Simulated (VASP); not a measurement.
# Bi7Sb (R3m) in VASP: a series of runs, part 2 of 2

VASP 6.6.1.

## (3) Band structure, PBE+D3(BJ), spin-orbit coupling, no magnetisation

Contents of INCAR:

```
SYSTEM = Bi7Sb
PREC = Accurate
ENCUT = 520
EDIFF = 1E-7
ISMEAR = 0
SIGMA = 0.03
LREAL = .False.
LASPH = .True.
NELM = 80
ALGO = Fast
ISIF = 2
LWAVE = .False.
LCHARG = .False.
MAGMOM = 0 0 0 0 0 0 0 0 0 0 0 0 0 0 0 0 0 0 0 0 0 0 0 0 0 0 0 0 0 0 0 0 0 0 0 0 0 0 0 0 0 0 0 0 0 0 0 0
LORBIT = 11
LSORBIT = .True.
GGA_COMPAT = .False.
GGA = PE
IVDW = 12
NBANDS = 248
```

Contents of KPOINTS:

```
Automatic mesh
0
Gamma
  3 3 3
  0 0 0
```

Contents of POSCAR:

```
Bi7Sb                                   
1.0
    9.0154139955     -0.0000000000     -0.0000000000
    4.5077069977     -7.8075775417      0.0000000000
    4.5077069977     -2.6025258505     -7.7365688611
  Sb              Bi            
     2    14
Direct
     0.1173586140937446    0.6173586140937446    0.1479241577187663
     0.6173586140937446    0.1173586140937446    0.6479241577187663
     0.1170623583290964    0.1195560295140800    0.1438255826427366
     0.1195560295140799    0.6195560295140800    0.6438255826427366
     0.1195560295140801    0.1170623583291034    0.6438255826427364
     0.6195560295140798    0.6170623583291035    0.1438255826427365
     0.6195560295140800    0.1195560295140800    0.1438255826427366
     0.6170623583290964    0.6195560295140798    0.6438255826427366
     0.3817912759340697    0.8817912759340626    0.3546261721978050
     0.3762316512686616    0.3842220206731339    0.3553243073850707
     0.3842220206731338    0.8842220206731339    0.8553243073850707
     0.3842220206731411    0.3762316512686615    0.8553243073850707
     0.8842220206731410    0.8762316512686613    0.3553243073850705
     0.8842220206731339    0.3842220206731339    0.3553243073850707
     0.8762316512686615    0.8842220206731339    0.8553243073850707
     0.8817912759340697    0.3817912759340626    0.8546261721978050
```

Contents of KPOINTS_OPT:

```
explicit points
8
Reciprocal
 0.0000000000  0.0000000000  0.0000000000 1
 0.2596565504 -0.2596565504  0.5000000000 1
 0.4806868991 -0.2596565504  0.2403434496 1
 0.5000000000  0.0000000000  0.5000000000 1
 0.0000000000 -0.5000000000  0.0000000000 1
 0.0000000000 -0.3894848256  0.3701717248 1
 0.3894848256  0.0000000000  0.6298282752 1
 0.3701717248 -0.2596565504  0.3701717248 1
```

Potentials or basis: VASP PAW PBE potentials, release 64 (Sb, Bi_d).

Started as:

```console
cat potpaw_PBE.64/Sb/POTCAR potpaw_PBE.64/Bi_d/POTCAR > POTCAR
mpirun -np 4 vasp_ncl > vasp.out
```

OUTCAR:

```text
SYSTEM = Bi7Sb
   PREC = Accurate
   ENCUT = 520
   EDIFF = 1E-7
   ISMEAR = 0
   LREAL = .False.
   LASPH = .True.
   NELM = 80
   ISIF = 2
   LORBIT = 11
   LSORBIT = .True.
   GGA = PE
   IVDW = 12
 IVDW          = 12

 ion  position               nearest neighbor table
   1  0.117  0.617  0.148-  14 3.02  10 3.02  13 3.02  15 3.48  11 3.48  12 3.48
   2  0.617  0.117  0.648-  11 3.02  15 3.02  12 3.02  10 3.48  14 3.48  13 3.48
   3  0.117  0.120  0.144-   9 3.08  13 3.09  14 3.09  12 3.42  11 3.42  16 3.42
   4  0.120  0.620  0.644-  16 3.08  12 3.09  15 3.09  13 3.42  10 3.42   9 3.42
   5  0.120  0.117  0.644-  16 3.08  15 3.09  11 3.09  14 3.42  10 3.42   9 3.42
   6  0.620  0.617  0.144-   9 3.08  10 3.09  14 3.09  11 3.42  15 3.42  16 3.42
[... 8 lines left out ...]
  15  0.876  0.884  0.855-   2 3.02   4 3.09   5 3.09   6 3.42   7 3.42   1 3.48
  16  0.882  0.382  0.855-   4 3.08   8 3.08   5 3.08   3 3.42   7 3.42   6 3.42
[... 7 lines left out ...]
 A1 = (  -4.5077069978,  -2.6025258505,  -7.7365688611)
 A2 = (  -0.0000000000,   5.2050516912,  -7.7365688611)
 A3 = (   4.5077069977,  -2.6025258505,  -7.7365688611)

Analysis of symmetry for initial positions (statically):
=====================================================================
 Subroutine PRICEL returns following result:

  LATTYP: Found a trigonal (rhomboedric) cell.
 ALAT       =     6.4850742166
 COS(alpha) =     0.0337011734
[... 12 lines left out ...]
 Subroutine GETGRP returns: Found  6 space group operations
 (whereof  2 operations were pure point group operations)
 out of a pool of 12 trial point group operations.

The static configuration has the point symmetry C_1h.
 The point group associated with its full space group is C_3v.

Analysis of symmetry for dynamics (positions and initial velocities):
=====================================================================
 Subroutine PRICEL returns following result:

  LATTYP: Found a trigonal (rhomboedric) cell.
 ALAT       =     6.4850742166
 COS(alpha) =     0.0337011734
[... 12 lines left out ...]
 Subroutine GETGRP returns: Found  6 space group operations
 (whereof  2 operations were pure point group operations)
 out of a pool of 12 trial point group operations.

The dynamic configuration has the point symmetry C_1h.
 The point group associated with its full space group is C_3v.

[... 2588 lines left out ...]
    -0.0256415    -0.0258433     0.0000000
 l=   2
     0.0000000    -0.0000054     0.0000000    -0.0000054    -0.0000060
    -0.0000054     0.0000000    -0.0000105    -0.0000123    -0.0000054
     0.0000000    -0.0000105     0.0000000    -0.0000105     0.0000000
    -0.0000054    -0.0000123    -0.0000105     0.0000000    -0.0000054
    -0.0000060    -0.0000054     0.0000000    -0.0000054     0.0000000
 l=   3
     0.0000000     0.0000000     0.0000000     0.0000000     0.0000000     0.0000000     0.0000000
     0.0000000     0.0000000     0.0000000     0.0000000     0.0000000     0.0000000     0.0000000
     0.0000000     0.0000000     0.0000000     0.0000000     0.0000000     0.0000000     0.0000000
     0.0000000     0.0000000     0.0000000     0.0000000     0.0000000     0.0000000     0.0000000
[... 289 lines left out ...]
 l=   2
     0.0000000    -0.0130739     0.0000000    -0.0130739    -0.0524939
    -0.0130739     0.0000000    -0.0393750    -0.0129822    -0.0130739
     0.0000000    -0.0393750     0.0000000    -0.0393750     0.0000000
    -0.0130739    -0.0129822    -0.0393750     0.0000000    -0.0130739
    -0.0524939    -0.0130739     0.0000000    -0.0130739     0.0000000
 l=   3
     0.0000000     0.0000000     0.0000000     0.0000000     0.0000000     0.0000000     0.0000000
     0.0000000     0.0000000     0.0000000     0.0000000     0.0000000     0.0000000     0.0000000
     0.0000000     0.0000000     0.0000000     0.0000000     0.0000000     0.0000000     0.0000000
     0.0000000     0.0000000     0.0000000     0.0000000     0.0000000     0.0000000     0.0000000
     0.0000000     0.0000000     0.0000000     0.0000000     0.0000000     0.0000000     0.0000000
     0.0000000     0.0000000     0.0000000     0.0000000     0.0000000     0.0000000     0.0000000
     0.0000000     0.0000000     0.0000000     0.0000000     0.0000000     0.0000000     0.0000000

 total charge

# of ion       s       p       d       tot
------------------------------------------
    1        1.209   1.160   0.024   2.394
    2        1.209   1.160   0.024   2.394
    3        1.527   1.374   9.916  12.817
    4        1.527   1.374   9.916  12.817
    5        1.527   1.374   9.916  12.817
    6        1.527   1.374   9.916  12.817
[... 8 lines left out ...]
   15        1.531   1.353   9.919  12.803
   16        1.529   1.371   9.917  12.816
--------------------------------------------------
tot         23.829  21.424 138.890 184.144

 magnetization (x)

# of ion       s       p       d       tot
------------------------------------------
    1        0.000   0.000  -0.000   0.000
    2        0.000  -0.000  -0.000  -0.000
    3       -0.000  -0.000  -0.000  -0.000
    4       -0.000  -0.000  -0.000  -0.000
    5        0.000   0.000   0.000   0.000
    6        0.000   0.000   0.000   0.000
[... 8 lines left out ...]
   15       -0.000  -0.000   0.000  -0.000
   16        0.000   0.000  -0.000   0.000
--------------------------------------------------
tot         -0.000   0.000  -0.000   0.000

 magnetization (y)

# of ion       s       p       d       tot
------------------------------------------
    1        0.000   0.000   0.000   0.000
    2        0.000   0.000   0.000   0.000
    3        0.000   0.000   0.000   0.000
    4       -0.000  -0.000  -0.000  -0.000
    5        0.000   0.000  -0.000  -0.000
    6        0.000   0.000   0.000   0.000
[... 8 lines left out ...]
   15        0.000   0.000  -0.000   0.000
   16        0.000   0.000   0.000   0.000
--------------------------------------------------
tot          0.000   0.000  -0.000   0.000

 magnetization (z)

# of ion       s       p       d       tot
------------------------------------------
    1        0.000   0.000   0.000   0.000
    2        0.000   0.000   0.000   0.000
    3       -0.000   0.000   0.000  -0.000
    4        0.000  -0.000   0.000  -0.000
    5        0.000  -0.000  -0.000  -0.000
    6        0.000  -0.000  -0.000  -0.000
[... 8 lines left out ...]
   15       -0.000   0.000  -0.000  -0.000
   16        0.000  -0.000   0.000  -0.000
--------------------------------------------------
tot          0.000   0.000   0.000   0.000
```

OSZICAR:

```text
N       E                     dE             d eps       ncg     rms          rms(c)
DAV:   1     0.314911901415E+04    0.31491E+04   -0.10536E+05  5040   0.209E+03
DAV:   2     0.470594468465E+03   -0.26785E+04   -0.26494E+04  4960   0.624E+02
[... 18 lines left out ...]
DAV:   1     0.934395523000E+04   -0.14949E+05     4032
DAV:   2    -0.121107459870E+05   -0.21455E+05     3968
DAV:   3    -0.160441422944E+05   -0.39334E+04     4360
DAV:   4    -0.164383307004E+05   -0.39419E+03     4480
DAV:   5    -0.164610283619E+05   -0.22698E+02     4680
DAV:   6    -0.164621634894E+05   -0.11351E+01     5840
DAV:   7    -0.164621887113E+05   -0.25222E-01     5864
DAV:   8    -0.164621896346E+05   -0.92334E-03     5816
DAV:   9    -0.164621896632E+05   -0.28561E-04     5920
DAV:  10    -0.164621896642E+05   -0.10428E-05     3744
DAV:  11    -0.164621896643E+05   -0.39770E-07     2664
```

Wall time 35 min (4 MPI ranks of Intel Xeon 6975P-C (Granite Rapids), shared host); peak memory 1.2 GiB.

What came out:

```
Free energy                                           : -81.1703 eV
Pressure                                              : 0.8 GPa
Largest force                                         : 0.130 eV/Å
Valence electrons inside the program's atomic spheres : Sb 2.39; Bi 12.82, 12.80 (each value once)
Dispersion energy per atom                            : -0.463 eV
```

Forces on the atoms (eV/Å):
```
Sb   0.000  0.000 -0.130
Sb   0.000  0.000 -0.130
Bi  -0.006 -0.003 -0.121
Bi   0.006 -0.003 -0.121
Bi   0.000  0.007 -0.121
Bi   0.000  0.007 -0.121
Bi   0.006 -0.003 -0.121
Bi  -0.006 -0.003 -0.121
Bi   0.000  0.000  0.121
Bi  -0.017 -0.010  0.124
Bi   0.017 -0.010  0.124
Bi   0.000  0.020  0.124
Bi   0.000  0.020  0.124
Bi   0.017 -0.010  0.124
Bi  -0.017 -0.010  0.124
Bi   0.000  0.000  0.121
```

## (4) Band structure, r2SCAN

Contents of INCAR:

```
SYSTEM = Bi7Sb
PREC = Accurate
ENCUT = 520
EDIFF = 1E-7
ISMEAR = 0
SIGMA = 0.03
LREAL = .False.
LASPH = .True.
NELM = 80
ALGO = Normal
ISIF = 2
LWAVE = .False.
LCHARG = .False.
METAGGA = R2SCAN
LMIXTAU = .True.
NBANDS = 124
KPAR = 4
```

Contents of KPOINTS:

```
Automatic mesh
0
Gamma
  6 6 4
  0 0 0
```

POSCAR is that of step 3.

KPOINTS_OPT is that of step 3.

Started as:

```console
cat potpaw_PBE.64/Sb/POTCAR potpaw_PBE.64/Bi_d/POTCAR > POTCAR
mpirun -np 4 vasp_std > vasp.out
```

It took 68 min on 4 MPI ranks of Intel Xeon 6975P-C (Granite Rapids), shared host; peak memory 3 GiB.

It converged, with:

| Property | Result |
| --- | --- |
| Free energy | -870.1797 eV |
| Pressure | 1.3 GPa |
| Largest force | 0.198 eV/Å |
| Band gap along the path | zero within the smearing |

Forces in eV/Å, atoms in the order of the input:
```
Sb   0.000  0.000 -0.198
Sb   0.000  0.000 -0.198
Bi   0.010  0.006 -0.168
Bi  -0.010  0.006 -0.168
Bi   0.000 -0.011 -0.168
Bi   0.000 -0.011 -0.168
Bi  -0.010  0.006 -0.168
Bi   0.010  0.006 -0.168
Bi   0.000  0.000  0.178
Bi   0.001  0.001  0.174
Bi  -0.001  0.001  0.174
Bi   0.000 -0.002  0.174
Bi   0.000 -0.002  0.174
Bi  -0.001  0.001  0.174
Bi   0.001  0.001  0.174
Bi   0.000  0.000  0.178
```

Stress tensor (GPa, compression positive):
```
1.19 0.00 0.00
0.00 1.19 0.00
0.00 0.00 1.55
```

Levels at points of the mesh, in eV from the Fermi level:
| k point | band 106 | band 107 | band 108 | band 109 | band 110 | band 111 | band 112 | band 113 | band 114 | band 115 |
| --- | --- | --- | --- | --- | --- | --- | --- | --- | --- | --- |
| (0.00, 0.00, 0.00) | -0.73 | -0.73 | -0.33 | -0.28 | -0.28 | -0.25 | -0.25 | 0.02 | 0.37 | 0.37 |
| (0.50, 0.00, 0.00) | -1.58 | -1.45 | -1.45 | -1.13 | -1.13 | 1.33 | 1.33 | 1.69 | 1.69 | 1.80 |
| (0.50, 0.50, 0.00) | -1.22 | -0.95 | -0.84 | -0.49 | -0.37 | 0.66 | 0.75 | 0.92 | 0.97 | 1.06 |
| (0.00, 0.00, 0.50) | -1.27 | -1.27 | -1.27 | -1.13 | -1.13 | 1.63 | 1.63 | 1.72 | 1.72 | 1.72 |

Caveat: the PAW data sets were made with another functional, which shifts forces and pressure a little; spin-orbit coupling is left out, which moves the levels of the heavy elements.

## (5) Overview

| level | spin | k mesh | pressure (GPa) | largest force (eV/Å) |
| --- | --- | --- | --- | --- |
| PBE+D3(BJ) | off | 6 × 6 × 4 | 0.0 | - |
| PBE+D3(BJ) | SOC, no magnetisation | 3 × 3 × 3 | 0.8 | 0.13 |
| r2SCAN | off | 6 × 6 × 4 | 1.3 | 0.20 |

Alike in all rows: task band structure; potentials or basis VASP PAW PBE potentials, release 64 (Sb, Bi_d); cell as given; cutoff (eV) 520; smearing gaussian 0.03 eV.

The pressure there spans 0.0 GPa (PBE+D3(BJ)) to 1.3 GPa (r2SCAN); a positive pressure means that this level wants a larger cell, a negative one a smaller.

Caveats: spin-orbit coupling is left out, which moves the levels of the heavy elements (at least some runs); the PAW data sets were made with another functional, which shifts forces and pressure a little (at least some runs).

Total energies depend on the potentials used, so only differences within one code and one set of settings carry meaning.
